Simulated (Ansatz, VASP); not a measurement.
# Two plane-wave programs on Be4Ag

```
Be Ag
1.0
     0.00000    3.06696    3.06696
     3.06696    0.00000    3.06696
     3.06696    3.06696    0.00000
Be Ag
4 1
Direct
  0.12484 0.12484 0.12484
  0.12484 0.12484 0.62547
  0.12484 0.62547 0.12484
  0.62547 0.12484 0.12484
  0.75000 0.75000 0.75000
```

Alike in both runs: functional PBE; k mesh 6 × 6 × 6; occupations gaussian, width 0.1 eV; no spin polarisation.

Ansatz relaxed the structure, and its values are those at the end. VASP's run is a single point on that final structure, the one shown.

```csv
,VASP,Ansatz
version,VASP 6.6.1,Ansatz 0.2.0
potentials or method,"VASP PAW PBE potentials, release 64 (Be, Ag), cutoff 520 eV","scalar-relativistic, plane waves, PAW"
valence electrons in the cell,19,27
```

|  | VASP | Ansatz | Ansatz less VASP |
| --- | --- | --- | --- |
| gap on the k mesh at the Fermi level (eV) | none | none | - |
| pressure (GPa) | 0.0 | -0.1 | -0.07 |
| rms of the force components (eV/Å) | 0.007 | 0.006 | -0.0005 |

A gap of «none» marks a metal or a gap that the smearing closes. With one functional, cell and mesh, what is left measures potentials, basis and numerics. VASP's potentials hold 19 valence electrons a cell and Ansatz's 27, so a difference there can come from the potentials and not from the codes.
